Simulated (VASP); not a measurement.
# GdO (F-43m) in VASP: a series of runs

Aim: see how the results for GdO move with the level of theory and the settings. Levels: BLYP+D3(BJ)+U, PBEsol+U. Tasks: single point.

Everything below comes from runs of VASP 6.6.1. Logs are shortened: lines on timing, memory, paths and dates and some standing lists are left out, and cuts for length are marked.

**1. The cell of the first run**

The structure is cubic, space group F-43m (No. 216). The conventional cell has a = 5.397 Å, b = 5.397 Å, c = 5.397 Å, α = 90.00°, β = 90.00°, γ = 90.00°. Within 3.1 Å of Gd (site symmetry -43m) lie 4 O at 2.34 Å. Within 3.1 Å of O (site symmetry -43m) lie 4 Gd at 2.34 Å.

**2. Single point, BLYP+D3(BJ)+U, collinear spin, ferromagnetic start**

INCAR

```
PREC = Accurate
ENCUT = 520
EDIFF = 1E-6
ISMEAR = 0
SIGMA = 0.05
LREAL = False
LASPH = True
NELM = 150
ALGO = Normal
ISIF = 2
LWAVE = False
LCHARG = False
ISPIN = 2
MAGMOM = 7.72 0.04
LORBIT = 11
LMAXMIX = 6
LDAU = True
LDAUTYPE = 2
LDAUL = 3 -1
LDAUU = 6 0
LDAUJ = 0 0
LDAUPRINT = 1
GGA = B5
ALDAX = 1.0
AGGAX = 1.0
AGGAC = 1.0
ALDAC = 0.0
IVDW = 12
VDW_S6 = 1.0
VDW_S8 = 2.6996
VDW_A1 = 0.4298
VDW_A2 = 4.2359
NBANDS = 23
```

KPOINTS

```
Automatic mesh
0
Gamma
  8 8 8
```

POSCAR

```
GdO
1.0
    0.0000000000      2.6986235448      2.6986235448
    2.6986235448      0.0000000000      2.6986235448
    2.6986235448      2.6986235448      0.0000000000
Gd O
1 1
Direct
    0.0000000000      0.0000000000      0.0000000000
    0.2500000000      0.2500000000      0.2500000000
```

Potentials or basis: VASP PAW PBE potentials, release 64 (Gd, O).

Command:

```sh
$ cat potpaw_PBE.64/Gd/POTCAR potpaw_PBE.64/O/POTCAR > POTCAR
$ mpirun -np 1 vasp_std > vasp.out
```

OUTCAR:

```text
PREC = Accurate
   ENCUT = 520
   EDIFF = 1E-6
   ISMEAR = 0
   LREAL = False
   LASPH = True
   NELM = 150
   ISIF = 2
   ISPIN = 2
   LORBIT = 11
   GGA = B5
   IVDW = 12
 IVDW          = 12

 ion  position               nearest neighbor table
   1  0.000  0.000  0.000-   2 2.34   2 2.34   2 2.34   2 2.34
   2  0.250  0.250  0.250-   1 2.34   1 2.34   1 2.34   1 2.34

  LATTYP: Found a face centered cubic cell.
 ALAT       =     5.3972470896

  Lattice vectors:

 A1 = (   0.0000000000,   2.6986235448,   2.6986235448)
 A2 = (   2.6986235448,   0.0000000000,   2.6986235448)
 A3 = (   2.6986235448,   2.6986235448,   0.0000000000)

Analysis of symmetry for initial positions (statically):
=====================================================================
 Subroutine PRICEL returns:
 Original cell was already a primitive cell.

 Routine SETGRP: Setting up the symmetry group for a
 face centered cubic supercell.

 Subroutine GETGRP returns: Found 24 space group operations
 (whereof 24 operations were pure point group operations)
 out of a pool of 48 trial point group operations.

The static configuration has the point symmetry T_d .

Analysis of symmetry for dynamics (positions and initial velocities):
=====================================================================
 Subroutine PRICEL returns:
 Original cell was already a primitive cell.

 Routine SETGRP: Setting up the symmetry group for a
 face centered cubic supercell.

 Subroutine GETGRP returns: Found 24 space group operations
 (whereof 24 operations were pure point group operations)
 out of a pool of 48 trial point group operations.

The dynamic configuration has the point symmetry T_d .

Analysis of structural, dynamic, and magnetic symmetry:
=====================================================================
 Subroutine PRICEL returns:
 Original cell was already a primitive cell.

 Routine SETGRP: Setting up the symmetry group for a
 face centered cubic supercell.

 Subroutine GETGRP returns: Found 24 space group operations
 (whereof 24 operations were pure point group operations)
 out of a pool of 48 trial point group operations.

The overall configuration has the point symmetry T_d .

 Subroutine INISYM returns: Found 24 space group operations
 (whereof 24 operations are pure point group operations),
 and found     1 'primitive' translations

----------------------------------------------------------------------------------------

                                     Primitive cell

  volume of cell :      39.3058

  direct lattice vectors                    reciprocal lattice vectors
     0.000000000  2.698623545  2.698623545    -0.185279640  0.185279640  0.185279640
     2.698623545  0.000000000  2.698623545     0.185279640 -0.185279640  0.185279640
     2.698623545  2.698623545  0.000000000     0.185279640  0.185279640 -0.185279640

  length of vectors
     3.816430017  3.816430017  3.816430017     0.320913751  0.320913751  0.320913751

  position of ions in fractional coordinates (direct lattice)
[... 113 lines left out ...]
   LRPA    =     F    only Hartree local field effects (RPA)
 spin polarized calculation
 Gauss-broadening in eV      SIGMA  =   0.05
  energy-cutoff  :      520.00
  volume of cell :       39.31
 maximum number of plane-waves:      1067
   NGX = 15   NGY = 15   NGZ = 15

atom =   1  type =  1  l = 3

 onsite density matrix

spin component  1

  0.9920 -0.0000 -0.0001 -0.0000  0.0000  0.0000 -0.0000
 -0.0000  0.9982  0.0000  0.0000  0.0000  0.0000 -0.0000
 -0.0001  0.0000  0.9920 -0.0000  0.0000 -0.0000  0.0000
 -0.0000  0.0000 -0.0000  0.9919 -0.0000 -0.0000  0.0000
  0.0000  0.0000  0.0000 -0.0000  0.9920  0.0000  0.0001
  0.0000  0.0000 -0.0000 -0.0000  0.0000  0.9921  0.0000
 -0.0000 -0.0000  0.0000  0.0000  0.0001  0.0000  0.9920

spin component  2

  0.0034 -0.0000 -0.0002  0.0000  0.0000 -0.0000 -0.0000
 -0.0000  0.0114 -0.0000  0.0000  0.0000  0.0000  0.0000
 -0.0002 -0.0000  0.0035 -0.0000 -0.0000 -0.0000  0.0000
  0.0000  0.0000 -0.0000  0.0032 -0.0000  0.0000 -0.0000
  0.0000  0.0000 -0.0000 -0.0000  0.0035  0.0000  0.0002
 -0.0000  0.0000 -0.0000  0.0000  0.0000  0.0036 -0.0000
 -0.0000  0.0000  0.0000 -0.0000  0.0002 -0.0000  0.0034

 occupancies and eigenvectors

  o =  0.0032  v =  0.0000  0.0000  0.0000  0.0000  0.0000  0.0000  0.0000 -0.0003  0.0000 -0.0002 -1.0000 -0.0000  0.0000  0.0000      0.0000  0.0000  0.0000  0.0000  0.0000  0.0000  0.0000  0.0000  0.0000  0.0000  0.0000  0.0000  0.0000  0.0000
  o =  0.0032  v =  0.0000  0.0000  0.0000  0.0000  0.0000  0.0000  0.0000  0.7906  0.0000  0.6124 -0.0004 -0.0005  0.0000  0.0007      0.0000  0.0000  0.0000  0.0000  0.0000  0.0000  0.0000  0.0000  0.0000  0.0000  0.0000  0.0000  0.0000  0.0000
  o =  0.0032  v =  0.0000  0.0000  0.0000  0.0000  0.0000  0.0000  0.0000 -0.0007 -0.0000 -0.0005  0.0001 -0.6124  0.0000  0.7906      0.0000  0.0000  0.0000  0.0000  0.0000  0.0000  0.0000  0.0000  0.0000  0.0000  0.0000  0.0000  0.0000  0.0000
  o =  0.0036  v =  0.0000  0.0000  0.0000  0.0000  0.0000  0.0000  0.0000  0.0000 -0.0000 -0.0000  0.0000  0.0004  1.0000  0.0003      0.0000  0.0000  0.0000  0.0000  0.0000  0.0000  0.0000  0.0000  0.0000  0.0000  0.0000  0.0000  0.0000  0.0000
  o =  0.0036  v =  0.0000  0.0000  0.0000  0.0000  0.0000  0.0000  0.0000 -0.6124 -0.0000  0.7906 -0.0000 -0.0000  0.0000  0.0000      0.0000  0.0000  0.0000  0.0000  0.0000  0.0000  0.0000  0.0000  0.0000  0.0000  0.0000  0.0000  0.0000  0.0000
  o =  0.0036  v =  0.0000  0.0000  0.0000  0.0000  0.0000  0.0000  0.0000 -0.0000 -0.0000 -0.0000  0.0000  0.7906 -0.0005  0.6124      0.0000  0.0000  0.0000  0.0000  0.0000  0.0000  0.0000  0.0000  0.0000  0.0000  0.0000  0.0000  0.0000  0.0000
  o =  0.0114  v =  0.0000  0.0000  0.0000  0.0000  0.0000  0.0000  0.0000 -0.0000  1.0000  0.0000  0.0000  0.0000  0.0000  0.0000      0.0000  0.0000  0.0000  0.0000  0.0000  0.0000  0.0000  0.0000  0.0000  0.0000  0.0000  0.0000  0.0000  0.0000
  o =  0.9919  v =  0.0000  0.0000  0.0000 -1.0000 -0.0013  0.0000  0.0017  0.0000  0.0000  0.0000  0.0000  0.0000  0.0000  0.0000      0.0000  0.0000  0.0000  0.0000  0.0000  0.0000  0.0000  0.0000  0.0000  0.0000  0.0000  0.0000  0.0000  0.0000
  o =  0.9919  v =  0.0000  0.0000  0.0000 -0.0022  0.6124 -0.0000 -0.7906  0.0000  0.0000  0.0000  0.0000  0.0000  0.0000  0.0000      0.0000  0.0000  0.0000  0.0000  0.0000  0.0000  0.0000  0.0000  0.0000  0.0000  0.0000  0.0000  0.0000  0.0000
  o =  0.9919  v = -0.7906 -0.0000 -0.6124 -0.0000  0.0000  0.0000 -0.0000  0.0000  0.0000  0.0000  0.0000  0.0000  0.0000  0.0000      0.0000  0.0000  0.0000  0.0000  0.0000  0.0000  0.0000  0.0000  0.0000  0.0000  0.0000  0.0000  0.0000  0.0000
  o =  0.9921  v =  0.0000 -0.0000  0.0000 -0.0000 -0.7906  0.0028 -0.6124  0.0000  0.0000  0.0000  0.0000  0.0000  0.0000  0.0000      0.0000  0.0000  0.0000  0.0000  0.0000  0.0000  0.0000  0.0000  0.0000  0.0000  0.0000  0.0000  0.0000  0.0000
  o =  0.9921  v =  0.0000 -0.0000  0.0000  0.0000  0.0022  1.0000  0.0017  0.0000  0.0000  0.0000  0.0000  0.0000  0.0000  0.0000      0.0000  0.0000  0.0000  0.0000  0.0000  0.0000  0.0000  0.0000  0.0000  0.0000  0.0000  0.0000  0.0000  0.0000
  o =  0.9921  v =  0.6124 -0.0000 -0.7906 -0.0000  0.0000  0.0000 -0.0000  0.0000  0.0000  0.0000  0.0000  0.0000  0.0000  0.0000      0.0000  0.0000  0.0000  0.0000  0.0000  0.0000  0.0000  0.0000  0.0000  0.0000  0.0000  0.0000  0.0000  0.0000
  o =  0.9982  v =  0.0000  1.0000 -0.0000  0.0000 -0.0000  0.0000  0.0000  0.0000  0.0000  0.0000  0.0000  0.0000  0.0000  0.0000      0.0000  0.0000  0.0000  0.0000  0.0000  0.0000  0.0000  0.0000  0.0000  0.0000  0.0000  0.0000  0.0000  0.0000

 number of electron      23.9999990 magnetization       7.8982610

 Free energy of the ion-electron system (eV)
  ---------------------------------------------------
  ext. energy  EPLUGINS =         0.00000000
  ---------------------------------------------------
  free energy    TOTEN  =       -20.52355920 eV

  energy without entropy =      -20.52206954  energy(sigma->0) =      -20.52281437

 E-fermi :   4.6564     XC(G=0):  -9.5988

 val. band max:        4.6117854040   @ k =   0.3750   0.2500   0.1250
 cond. band min:       4.6607736930   @ k =   0.5000   0.0000   0.0000
 fundamental gap:      0.0489882890
 Fermi energy:         4.6563515413

 spin component 1

 k-point     1 :       0.0000    0.0000    0.0000
  band No.  band energies     occupation
      1     -41.2240      1.00000
      2     -18.5402      1.00000
      3     -18.5402      1.00000
      4     -18.5402      1.00000
      5     -14.8633      1.00000
      6      -4.0072      1.00000
[... 1241 lines left out ...]
     22      13.5172      0.00000
     23      17.2137      0.00000

 [... further k-points ...]

------------------------ aborting loop because EDIFF is reached ----------------------------------------

 Edisp (eV)   -1.29459

 E8    (eV) :    -0.9902

  FORCE on cell =-STRESS in cart. coord.  units (eV):
  Direction    XX          YY          ZZ          XY          YZ          ZX
  --------------------------------------------------------------------------------------
  -------------------------------------------------------------------------------------
  Total      -0.43629    -0.43629    -0.43629     0.00000     0.00000     0.00000
  in kB     -17.78409   -17.78409   -17.78409     0.00000     0.00000     0.00000
  external pressure =      -17.78 kB  Pullay stress =        0.00 kB

 VOLUME and BASIS-vectors are now :
 -----------------------------------------------------------------------------
  energy-cutoff  :      520.00
  volume of cell :       39.31
      direct lattice vectors                 reciprocal lattice vectors
     0.000000000  2.698623545  2.698623545    -0.185279640  0.185279640  0.185279640
     2.698623545  0.000000000  2.698623545     0.185279640 -0.185279640  0.185279640
     2.698623545  2.698623545  0.000000000     0.185279640  0.185279640 -0.185279640

 POSITION                                       TOTAL-FORCE (eV/Angst)
 -----------------------------------------------------------------------------------
      0.00000      0.00000      0.00000        -0.000000     -0.000000      0.000000
      1.34931      1.34931      1.34931         0.000000      0.000000     -0.000000
 -----------------------------------------------------------------------------------
    total drift:                                0.000000      0.000000      0.000000

  FREE ENERGIE OF THE ION-ELECTRON SYSTEM (eV)
  ---------------------------------------------------
  free  energy   TOTEN  =       -21.8181511719 eV

  energy  without entropy=      -21.8166615060  energy(sigma->0) =      -21.81740634

 total charge

# of ion       s       p       d       f       tot
--------------------------------------------------
    1        2.035   5.632   0.523   6.975  15.165
    2        1.560   3.454   0.000   0.000   5.014
--------------------------------------------------
tot          3.595   9.085   0.523   6.975  20.179

 magnetization (x)

# of ion       s       p       d       f       tot
--------------------------------------------------
    1        0.005  -0.050   0.210   6.913   7.077
    2        0.005   0.019   0.000   0.000   0.024
--------------------------------------------------
tot          0.009  -0.032   0.210   6.913   7.101
```

Wall time 66 s (1 thread of Intel Xeon 6975P-C, shared host); peak memory 0.21 GiB.

What came out:

| Quantity | Value |
| --- | --- |
| Free energy | -21.8182 eV |
| Pressure | -1.8 GPa |
| Net moment | 7.90 μB per cell |
| Site moments | Gd +7.08; O +0.02 μB |
| Valence electrons inside the program's atomic spheres | Gd 15.16; O 5.01 |
| Dispersion energy per atom | -0.647 eV |

Eigenvalues of the final occupation matrices:
| site | spin | trace | eigenvalues |
| --- | --- | --- | --- |
| site 1 f | 1 | 6.95 | 0.99 0.99 0.99 0.99 0.99 0.99 1.00 |
| site 1 f | 2 | 0.03 | 0.00 0.00 0.00 0.00 0.00 0.00 0.01 |

Caveat: the PAW data sets were made with another functional, which shifts forces and pressure a little; spin-orbit coupling is left out, which moves the levels of the heavy elements; a cell with one magnetic atom can't hold antiferromagnetic order, which such compounds often take; pairwise dispersion overbinds metals, which lowers pressure and volume.

**3. Single point, PBEsol+U, collinear spin, ferromagnetic start**

INCAR

```
ALGO = Normal
EDIFF = 1E-7
ENCUT = 520
GGA = PS
ISIF = 2
ISMEAR = 0
ISPIN = 2
LASPH = True
LCHARG = False
LDAU = True
LDAUJ = 0 0
LDAUL = 3 -1
LDAUPRINT = 1
LDAUTYPE = 2
LDAUU = 6 0
LMAXMIX = 6
LORBIT = 11
LREAL = False
LWAVE = False
MAGMOM = 7.72 0
NBANDS = 23
NELM = 150
PREC = Accurate
SIGMA = 0.05
```

KPOINTS

```
k-points
0
Gamma
  8 8 8
```

POSCAR

```
GdO
1.0
    0.0000000000      2.7000000000      2.7000000000
    2.7000000000      0.0000000000      2.7000000000
    2.7000000000      2.7000000000      0.0000000000
Gd O
1 1
Direct
    0.0000000000      0.0000000000      0.0000000000
    0.2500000000      0.2500000000      0.2500000000
```

Potentials or basis: VASP PAW PBE potentials, release 64 (Gd, O).

Command:

```sh
$ cat potpaw_PBE.64/Gd/POTCAR potpaw_PBE.64/O/POTCAR > POTCAR
$ mpirun -np 1 vasp_std > vasp.out
```

Run time: 70 s. Hardware: 1 thread of Intel Xeon 6975P-C, shared host; peak memory 0.21 GiB.

It converged, with:

- Free energy: -22.3170 eV
- Pressure: -3.9 GPa
- Net moment: 7.94 μB per cell
- Site moments: Gd +7.08; O -0.00 μB
- Valence electrons inside the program's atomic spheres: Gd 15.14; O 4.98

Levels at points of the mesh, in eV from the Fermi level:
Spin up:
```csv
k point,band 14,band 15,band 16,band 17,band 18,band 19
"(0.00, 0.00, 0.00)",-5.65,-5.65,-2.49,2.35,2.35,4.31
"(0.50, 0.00, 0.00)",-5.24,-5.24,0.05,2.24,2.24,2.72
"(0.50, 0.50, 0.00)",-4.50,-4.50,-1.03,0.84,3.92,4.39
```
Spin down:
| k point | band 5 | band 6 | band 7 | band 8 | band 9 | band 10 | band 11 | band 12 |
| --- | --- | --- | --- | --- | --- | --- | --- | --- |
| (0.00, 0.00, 0.00) | -19.22 | -5.49 | -5.49 | -5.49 | -1.09 | 2.71 | 2.71 | 2.71 |
| (0.50, 0.00, 0.00) | -18.04 | -5.09 | -5.09 | -5.07 | 1.38 | 2.37 | 2.60 | 2.60 |
| (0.50, 0.50, 0.00) | -17.71 | -6.03 | -4.38 | -4.38 | 0.90 | 1.39 | 2.77 | 2.83 |

Eigenvalues of the final occupation matrices:
```
    site  spin  trace                         eigenvalues
site 1 f     1   6.95  0.99 0.99 0.99 0.99 0.99 0.99 1.00
site 1 f     2   0.03  0.00 0.00 0.00 0.00 0.00 0.00 0.01
```

Caveat: the PAW data sets were made with another functional, which shifts forces and pressure a little; spin-orbit coupling is left out, which moves the levels of the heavy elements; a cell with one magnetic atom can't hold antiferromagnetic order, which such compounds often take. The state reached can hang on the start; a lower one may exist.
